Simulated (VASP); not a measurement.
# NaCdI3 (Pm-3m) in VASP: notebook

The runs below take NaCdI3 through single point, with PBE.

Everything below comes from runs of VASP 6.6.1. Logs are shortened: lines on timing, memory, paths and dates and some standing lists are left out, and cuts for length are marked.

## (1) The cell of the first run

Symmetry: Pm-3m, No. 221, cubic system. The conventional cell has a = 5.841 Å, b = 5.841 Å, c = 5.841 Å, α = 90.00°, β = 90.00°, γ = 90.00°. Within 5.4 Å of Na (site symmetry m-3m) lie 12 I at 4.13 Å and 8 Cd at 5.06 Å. Within 3.8 Å of Cd (site symmetry m-3m) lie 6 I at 2.92 Å. I (site symmetry 4/mmm) has 2 Cd at 2.92 Å within 3.8 Å.

## (2) Single point, PBE (39.85 Å³/atom)

INCAR reads:

```
SYSTEM = NaCdI3
ALGO     = Normal         ! electronic algorithm
EDIFF    = 1E-7           ! SCF threshold, eV
ENCUT    = 520            ! plane-wave cutoff, eV
GGA      = PE             ! functional
ISIF     = 2              ! what is computed and relaxed
ISMEAR   = -1             ! smearing method
LASPH    = .True.         ! aspherical terms in the spheres
LCHARG   = .False.        ! write CHGCAR
LREAL    = .False.        ! projectors in reciprocal space
LWAVE    = .False.        ! write WAVECAR
NBANDS   = 28             ! bands
NELM     = 80             ! most SCF steps
PREC     = Accurate       ! precision mode
SIGMA    = 0.02           ! smearing width, eV
```

KPOINTS reads:

```
k-points
0
Gamma
  4 4 4
  0 0 0
```

POSCAR reads:

```
NaCdI3
1.0
    5.8406864789      0.0000000000      0.0000000000
    0.0000000000      5.8406864789      0.0000000000
    0.0000000000      0.0000000000      5.8406864789
Na Cd I
1 1 3
Direct
    0.0000000000      0.0000000000      0.0000000000
    0.5000000000      0.5000000000      0.5000000000
    0.5000000000      0.5000000000      0.0000000000
    0.5000000000      0.0000000000      0.5000000000
    0.0000000000      0.5000000000      0.5000000000
```

Potentials or basis: VASP PAW PBE potentials, release 64 (Na_pv, Cd, I).

Run with:

```console
$ cat potpaw_PBE.64/Na_pv/POTCAR potpaw_PBE.64/Cd/POTCAR potpaw_PBE.64/I/POTCAR > POTCAR
$ mpirun -np 1 vasp_std > vasp.out
```

OUTCAR:

```text
SYSTEM = NaCdI3
   EDIFF = 1E-7
   ENCUT = 520
   GGA = PE
   ISIF = 2
   ISMEAR = -1
   LASPH = .True.
   LREAL = .False.
   NELM = 80
   PREC = Accurate

 ion  position               nearest neighbor table
   1  0.000  0.000  0.000-
   2  0.500  0.500  0.500-   3 2.92   4 2.92   5 2.92   3 2.92   4 2.92   5 2.92
   3  0.500  0.500  0.000-   2 2.92   2 2.92
   4  0.500  0.000  0.500-   2 2.92   2 2.92
   5  0.000  0.500  0.500-   2 2.92   2 2.92

  LATTYP: Found a simple cubic cell.
 ALAT       =     5.8406864789

  Lattice vectors:

 A1 = (   5.8406864789,   0.0000000000,   0.0000000000)
 A2 = (   0.0000000000,   5.8406864789,   0.0000000000)
 A3 = (   0.0000000000,   0.0000000000,   5.8406864789)

Analysis of symmetry for initial positions (statically):
=====================================================================
 Subroutine PRICEL returns:
 Original cell was already a primitive cell.

 Routine SETGRP: Setting up the symmetry group for a
 simple cubic supercell.

 Subroutine GETGRP returns: Found 48 space group operations
 (whereof 48 operations were pure point group operations)
 out of a pool of 48 trial point group operations.

The static configuration has the point symmetry O_h .

Analysis of symmetry for dynamics (positions and initial velocities):
=====================================================================
 Subroutine PRICEL returns:
 Original cell was already a primitive cell.

 Routine SETGRP: Setting up the symmetry group for a
 simple cubic supercell.

 Subroutine GETGRP returns: Found 48 space group operations
 (whereof 48 operations were pure point group operations)
 out of a pool of 48 trial point group operations.

The dynamic configuration has the point symmetry O_h .

 Subroutine INISYM returns: Found 48 space group operations
 (whereof 48 operations are pure point group operations),
 and found     1 'primitive' translations

----------------------------------------------------------------------------------------

                                     Primitive cell

  volume of cell :     199.2470

  direct lattice vectors                    reciprocal lattice vectors
     5.840686479  0.000000000  0.000000000     0.171212751  0.000000000  0.000000000
     0.000000000  5.840686479  0.000000000     0.000000000  0.171212751  0.000000000
     0.000000000  0.000000000  5.840686479     0.000000000  0.000000000  0.171212751

  length of vectors
[... 72 lines left out ...]
   NELM   =     80;   NELMIN=  2; NELMDL= -5     # of ELM steps
   EDIFF  = 0.1E-06   stopping-criterion for ELM
   LREAL  =      F    real-space projection
   EDIFFG = 0.1E-05   stopping-criterion for IOM
   NSW    =      0    number of steps for IOM
   IBRION =     -1    ionic relax: 0-MD 1-quasi-New 2-CG
   NFREE  =      0    steps in history (QN), initial steepest desc. (CG)
   ISIF   =      2    stress and relaxation
   ISYM   =      2    0-nonsym 1-usesym 2-fastsym
   POTIM  = 0.5000    time-step for ionic-motion
   TEBEG  =    0.0;   TEEND  =   0.0 temperature during run
   PSTRESS=    0.0 pullay stress
   NELECT =      40.0000    total number of electrons
   NUPDOWN=      -1.0000    fix difference up-down
   EMIN   =  10.00;   EMAX   =-10.00  energy-range for DOS
   EFERMI =   0.00;   METHOD = LEGACY
   ISMEAR =    -1;   SIGMA  =   0.02  broadening in eV -4-tet -1-fermi 0-gaus
   EFERMI_NEDOS =   21; number of points for ismear=-14 and -15
   IALGO  =     38    algorithm
   IMIX   =      4    mixing-type and parameters
     AMIX     =   0.40;   BMIX     =  1.00
     AMIX_MAG =   1.60;   BMIX_MAG =  1.00
  volume/ion in A,a.u.               =      39.85       268.92
  Fermi-wavevector in a.u.,A,eV,Ry     =   0.958586  1.811464 12.502210  0.918886
  Thomas-Fermi vector in A             =   2.087706
   LORBIT       =      0    0 simple, 1 ext, 2 COOP (PROOUT), +10 PAW based schemes
   GGA     = PE    functional components
   LHFCALC =     F    Hartree Fock is set to
   AEXX    =    0.0000 exact exchange contribution
   IVDW    =     0    specifies the selected vdW correction
   LEPSILON=     F    determine dielectric tensor
   LRPA    =     F    only Hartree local field effects (RPA)
 non-spin polarized calculation
  energy-cutoff  :      520.00
  volume of cell :      199.25
 maximum number of plane-waves:      5400
 NGX is ok and might be reduce to    48
   NGX = 21   NGY = 21   NGZ = 21

 number of electron      40.0000011 magnetization

 Free energy of the ion-electron system (eV)
  ---------------------------------------------------
  ext. energy  EPLUGINS =         0.00000000
  ---------------------------------------------------
  free energy    TOTEN  =        -9.80887636 eV

  energy without entropy =       -9.80670374  energy(sigma->0) =       -9.80779005

 E-fermi :   1.2656     XC(G=0):  -7.5997

 val. band max:        1.2236456875   @ k =   0.5000   0.5000   0.5000
 cond. band min:       2.3761249989   @ k =   0.2500   0.0000   0.0000
 fundamental gap:      1.1524793114
 Fermi energy:         1.2656093066

 k-point     1 :       0.0000    0.0000    0.0000
  band No.  band energies     occupation
      1     -23.2954      2.00000
      2     -23.2954      2.00000
      3     -23.2954      2.00000
      4     -10.7876      2.00000
      5     -10.1279      2.00000
      6     -10.1279      2.00000
[... 299 lines left out ...]
     27       8.6044      0.00000
     28       8.6044      0.00000

------------------------ aborting loop because EDIFF is reached ----------------------------------------

  FORCE on cell =-STRESS in cart. coord.  units (eV):
  Direction    XX          YY          ZZ          XY          YZ          ZX
  --------------------------------------------------------------------------------------
  -------------------------------------------------------------------------------------
  Total        1.8248647      1.8248647      1.8248647      0.0000000     -0.0000000      0.0000000
  in kB       14.6740358     14.6740358     14.6740358      0.0000000     -0.0000000      0.0000000
  external PRESSURE =      14.6740358 kB  Pullay stress =       0.0000000 kB

 VOLUME and BASIS-vectors are now :
 -----------------------------------------------------------------------------
  energy-cutoff  :      520.00
  volume of cell :      199.25
      direct lattice vectors                 reciprocal lattice vectors
     5.840686479  0.000000000  0.000000000     0.171212751  0.000000000  0.000000000
     0.000000000  5.840686479  0.000000000     0.000000000  0.171212751  0.000000000
     0.000000000  0.000000000  5.840686479     0.000000000  0.000000000  0.171212751

 POSITION                                       TOTAL-FORCE (eV/Angst)
 -----------------------------------------------------------------------------------
      0.00000      0.00000      0.00000         0.000000      0.000000      0.000000
      2.92034      2.92034      2.92034         0.000000      0.000000      0.000000
      2.92034      2.92034      0.00000         0.000000      0.000000      0.000000
      2.92034      0.00000      2.92034         0.000000      0.000000      0.000000
      0.00000      2.92034      2.92034         0.000000      0.000000      0.000000
 -----------------------------------------------------------------------------------
    total drift:                                0.000000     -0.000000     -0.000000

  FREE ENERGIE OF THE ION-ELECTRON SYSTEM (eV)
  ---------------------------------------------------
  free  energy   TOTEN  =        -9.8088763567 eV

  energy  without entropy=       -9.8067037438  energy(sigma->0) =       -9.80779005
```

Wall time 80 s (1 thread of AMD EPYC 9R45 (Zen 5), shared host); peak memory 0.3 GiB.

What came out:

```
Free energy            : -9.8089 eV
Pressure               : 1.5 GPa
Band gap on the k mesh : zero (bands 20 and 21 overlap by 0.23 eV)
```

Caveat: spin-orbit coupling is left out, which moves the levels of the heavy elements.

## (3) Single point, PBE (41.12 Å³/atom)

This run uses another cell than the first one, of 41.12 Å³/atom.

INCAR reads:

```
PREC     = Accurate       # precision mode
ENCUT    = 520            # plane-wave cutoff, eV
EDIFF    = 1E-7           # SCF threshold, eV
ISMEAR   = -1             # smearing method
SIGMA    = 0.02           # smearing width, eV
LREAL    = F              # projectors in reciprocal space
LASPH    = T              # aspherical terms in the spheres
NELM     = 80             # most SCF steps
ALGO     = Normal         # electronic algorithm
ISIF     = 2              # what is computed and relaxed
LWAVE    = F              # write WAVECAR
LCHARG   = F              # write CHGCAR
GGA      = PE             # functional
NBANDS   = 28             # bands
```

KPOINTS reads:

```
regular mesh
0
Gamma
  4 4 4
```

POSCAR, as its differences from that of step 2:

```diff
@@ -2,5 +2,5 @@
 1.0
-    5.8406864789      0.0000000000      0.0000000000
-    0.0000000000      5.8406864789      0.0000000000
-    0.0000000000      0.0000000000      5.8406864789
+    5.9021719075      0.0000000000      0.0000000000
+    0.0000000000      5.9021719075      0.0000000000
+    0.0000000000      0.0000000000      5.9021719075
 Na Cd I
```

Potentials or basis: VASP PAW PBE potentials, release 64 (Na_pv, Cd, I).

Run with:

```console
$ cat potpaw_PBE.64/Na_pv/POTCAR potpaw_PBE.64/Cd/POTCAR potpaw_PBE.64/I/POTCAR > POTCAR
$ mpirun -np 1 vasp_std > vasp.out
```

Wall time 78 s (1 thread of AMD EPYC 9R45 (Zen 5), shared host); peak memory 0.3 GiB.

The run converged. Its results:

* Free energy: -9.8516 eV
* Pressure: 0.7 GPa
* Band gap on the k mesh: zero (bands 20 and 21 overlap by 0.26 eV)

Levels at points of the mesh, in eV from the Fermi level:
```csv
k point,band 16,band 17,band 18,band 19,band 20,band 21,band 22,band 23,band 24,band 25
"(0.00, 0.00, 0.00)",-0.82,-0.82,-0.57,-0.57,-0.57,-0.30,2.38,5.66,5.66,6.08
"(0.50, 0.00, 0.00)",-1.14,-1.14,-1.01,-0.65,-0.65,2.66,3.68,4.53,5.85,6.21
"(0.50, 0.50, 0.00)",-1.35,-1.10,-1.10,-0.18,-0.05,3.82,4.20,4.91,4.91,5.29
"(0.50, 0.50, 0.50)",-0.17,-0.17,-0.04,-0.04,-0.04,2.67,4.23,4.23,4.23,5.74
```

Caveat: spin-orbit coupling is left out, which moves the levels of the heavy elements.

## (4) Single point, PBE

This run uses another cell than the first one, of 41.46 Å³/atom.

INCAR, as its differences from that of step 3:

```diff
@@ -7,3 +7,3 @@
 LASPH    = T              # aspherical terms in the spheres
-NELM     = 80             # most SCF steps
+NELM     = 100            # most SCF steps
 ALGO     = Normal         # electronic algorithm
```

KPOINTS is that of step 3.

POSCAR, as its differences from that of step 3:

```diff
@@ -2,5 +2,5 @@
 1.0
-    5.9021719075      0.0000000000      0.0000000000
-    0.0000000000      5.9021719075      0.0000000000
-    0.0000000000      0.0000000000      5.9021719075
+    5.9183503082      0.0000000000      0.0000000000
+    0.0000000000      5.9183503082      0.0000000000
+    0.0000000000      0.0000000000      5.9183503082
 Na Cd I
```

Run with:

```console
$ cat potpaw_PBE.64/Na_pv/POTCAR potpaw_PBE.64/Cd/POTCAR potpaw_PBE.64/I/POTCAR > POTCAR
$ mpirun -np 1 vasp_std > vasp.out
```

It took 94 s on 1 thread of AMD EPYC 9R45 (Zen 5), shared host; peak memory 0.3 GiB.

Results (log left out):

```yaml
Free_energy: -9.8582 eV
Pressure: 0.5 GPa
Band_gap_on_the_k_mesh: zero (bands 20 and 21 overlap by 0.27 eV)
```

Levels at points of the mesh, in eV from the Fermi level:
```
           k point  band 16  band 17  band 18  band 19  band 20  band 21  band 22  band 23  band 24  band 25
(0.00, 0.00, 0.00)    -0.80    -0.80    -0.56    -0.56    -0.56    -0.31     2.38     5.67     5.67     6.09
(0.50, 0.00, 0.00)    -1.12    -1.12    -0.99    -0.64    -0.64     2.64     3.68     4.53     5.83     6.21
(0.50, 0.50, 0.00)    -1.33    -1.09    -1.09    -0.19    -0.05     3.81     4.15     4.90     4.90     5.30
(0.50, 0.50, 0.50)    -0.18    -0.18    -0.04    -0.04    -0.04     2.68     4.23     4.23     4.23     5.67
```

Caveat: spin-orbit coupling is left out, which moves the levels of the heavy elements.

## (5) Overview

| cell | gap on the mesh (eV) | pressure (GPa) |
| --- | --- | --- |
| a = 5.841 Å, 5 atoms | none | 1.5 |
| a = 5.902 Å, 5 atoms | none | 0.7 |
| a = 5.918 Å, 5 atoms | none | 0.5 |

Alike in all rows: task single point; level PBE; potentials or basis VASP PAW PBE potentials, release 64 (Na_pv, Cd, I); no spin polarisation; k mesh 4 × 4 × 4; cutoff (eV) 520; smearing fermi-dirac 0.02 eV.

Caveats: spin-orbit coupling is left out, which moves the levels of the heavy elements.

Total energies depend on the potentials used, so only differences within one code and one set of settings carry meaning.
